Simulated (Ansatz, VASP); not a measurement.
Two plane-wave programs on Si2Ni

Contents of INCAR:

```
SYSTEM = Si2Ni
PREC     = Accurate       ! precision mode
ENCUT    = 520            ! plane-wave cutoff, eV
EDIFF    = 1E-7           ! SCF threshold, eV
ISMEAR   = 0              ! smearing method
SIGMA    = 0.05           ! smearing width, eV
LREAL    = .FALSE.        ! projectors in reciprocal space
LASPH    = .TRUE.         ! aspherical terms in the spheres
NELM     = 150            ! most SCF steps
ALGO     = Normal         ! electronic algorithm
ISIF     = 2              ! what is computed and relaxed
LWAVE    = .FALSE.        ! write WAVECAR
LCHARG   = .FALSE.        ! write CHGCAR
ISPIN    = 2              ! spin polarisation
MAGMOM   = 0 0 0.05       ! initial moments
LORBIT   = 11             ! projections on sites
LMAXMIX  = 4              ! l up to which the mixer works
GGA      = PE             ! functional
IVDW     = 13             ! dispersion correction
NBANDS   = 20             ! bands
```

Contents of KPOINTS:

```
regular mesh
0
G
  8 8 8
  0 0 0
```

POSCAR

```
Si2Ni
1.0
    0.0000000000      2.6975011173      2.6975011173
    2.6975011173      0.0000000000      2.6975011173
    2.6975011173      2.6975011173      0.0000000000
Si Ni
2 1
Direct
    0.2500000000      0.2500000000      0.2500000000
    0.7500000000      0.7500000000      0.7500000000
    0.0000000000      0.0000000000      0.0000000000
```

Input for Ansatz:

```yaml
crystal:
  lattice:
    - [0.0, 2.6975011173, 2.6975011173]
    - [2.6975011173, 0.0, 2.6975011173]
    - [2.6975011173, 2.6975011173, 0.0]
  atoms:
    - { symbol: Si, position: [0.25, 0.25, 0.25] }
    - { symbol: Si, position: [0.75, 0.75, 0.75] }
    - { symbol: Ni, position: [0.0, 0.0, 0.0], spin: 0.05 }
basis:
  ecutwfc: 420
  ecutrho_ratio: 4
kpoints:
  mp_grid: { grid: [8, 8, 8] }
hamiltonian:
  xc: pbe
  dispersion: d4
scf:
  occupations: { method: gaussian, width: 0.05 }
output:
  forces: true
  stress: true
  eigenvalues: true
  populations: true
magnetization:
  spin_polarized: true
checkpoint:
  read: start.run
  write: ck
  compress: false
  write_wavefunctions: false
  write_every: 100000
```

Alike in both runs: task single point; functional PBE; dispersion D4; k mesh 8 × 8 × 8; occupations gaussian, width 0.05 eV; collinear spin.

|  | VASP | Ansatz |
| --- | --- | --- |
| version | VASP 6.6.1 | Ansatz 0.2.0 |
| potentials or method | VASP PAW PBE potentials, release 64 (Si, Ni), cutoff 520 eV | scalar-relativistic, plane waves, PAW |
| valence electrons in the cell | 18 | 26 |

```csv
,VASP,Ansatz,Ansatz less VASP
gap on the k mesh at the Fermi level (eV),none,none,-
pressure (GPa),-1.5,-1.5,-0.07
net moment per atom (μB),0.00,0.00,0.000
```

A gap of «none» marks a metal or a gap that the smearing closes. VASP's potentials hold 18 valence electrons a cell and Ansatz's 26, so a difference there can come from the potentials and not from the codes. Ansatz's warnings: seeded moment not kept.
